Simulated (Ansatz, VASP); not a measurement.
## SiC in VASP and in Ansatz

File INCAR:

```
PREC = Accurate ; ENCUT = 600
EDIFF = 1E-6 ; ISMEAR = 0
SIGMA = 0.05 ; LREAL = False
LASPH = True ; NELM = 120
ALGO = Normal ; ISIF = 2
LWAVE = False ; LCHARG = False
GGA = PE ; NBANDS = 26
GGA_COMPAT = False
```

Contents of KPOINTS:

```
Automatic mesh
0
Gamma
  10 10 3
```

Contents of POSCAR:

```
SiC
1.0
   -3.0759982064      0.0000000000      0.0000000000
   -1.5379991032     -2.6638925888      0.0000000000
    0.0000000000      0.0000000000      9.9460000000
Si C
4 4
Direct
    0.3333333333      0.3333333333      0.6636094913
    0.3333333333      0.3333333333      0.1560687714
    0.6666666667      0.6666666667      0.9173798512
    0.6666666667      0.6666666667      0.4098391313
    0.3333333333      0.3333333333      0.8590126684
    0.3333333333      0.3333333333      0.3514719485
    0.6666666667      0.6666666667      0.0977015886
    0.6666666667      0.6666666667      0.6052423085
```

Input for Ansatz:

```yaml
crystal:
  lattice:
    - [-3.0759982064, 0.0, 0.0]
    - [-1.5379991032, -2.6638925888, 0.0]
    - [0.0, 0.0, 9.946]
  atoms:
    - { symbol: Si, position: [0.3333333333, 0.3333333333, 0.6636094913] }
    - { symbol: Si, position: [0.3333333333, 0.3333333333, 0.1560687714] }
    - { symbol: Si, position: [0.6666666667, 0.6666666667, 0.9173798512] }
    - { symbol: Si, position: [0.6666666667, 0.6666666667, 0.4098391313] }
    - { symbol: C, position: [0.3333333333, 0.3333333333, 0.8590126684] }
    - { symbol: C, position: [0.3333333333, 0.3333333333, 0.3514719485] }
    - { symbol: C, position: [0.6666666667, 0.6666666667, 0.0977015886] }
    - { symbol: C, position: [0.6666666667, 0.6666666667, 0.6052423085] }
basis:
  ecutwfc: 420
kpoints:
  mp_grid: { grid: [10, 10, 3] }
hamiltonian:
  xc: pbe
scf:
  occupations: { method: gaussian, width: 0.05 }
output:
  forces: true
  stress: true
  eigenvalues: true
```

Alike in both runs: task single point; functional PBE; k mesh 10 × 10 × 3; occupations gaussian, width 0.05 eV; no spin polarisation.

|  | VASP | Ansatz |
| --- | --- | --- |
| version | VASP 6.6.1 | Ansatz 0.2.0 |
| potentials or method | VASP PAW PBE potentials, release 64 (Si, C), cutoff 600 eV | scalar-relativistic, plane waves, PAW |
| valence electrons in the cell | 32 | 32 |

Ansatz gave:

```
gap on the k mesh at the Fermi level (eV)                     : 2.45
least direct gap on the mesh (eV)                             : 3.87
pressure (GPa)                                                : 7.5
traceless stress, the component that is largest in VASP (GPa) : 3.66
rms of the force components (eV/Å)                            : 0.700
```

Problem. What did VASP give for the same quantities?

Solution. gap on the k mesh at the Fermi level (eV): 2.45; least direct gap on the mesh (eV): 3.87; pressure (GPa): 7.3; traceless stress, the component that is largest in VASP (GPa): 3.70; rms of the force components (eV/Å): 0.698.

Atom by atom the forces differ by 0.003 eV/Å (rms over components).
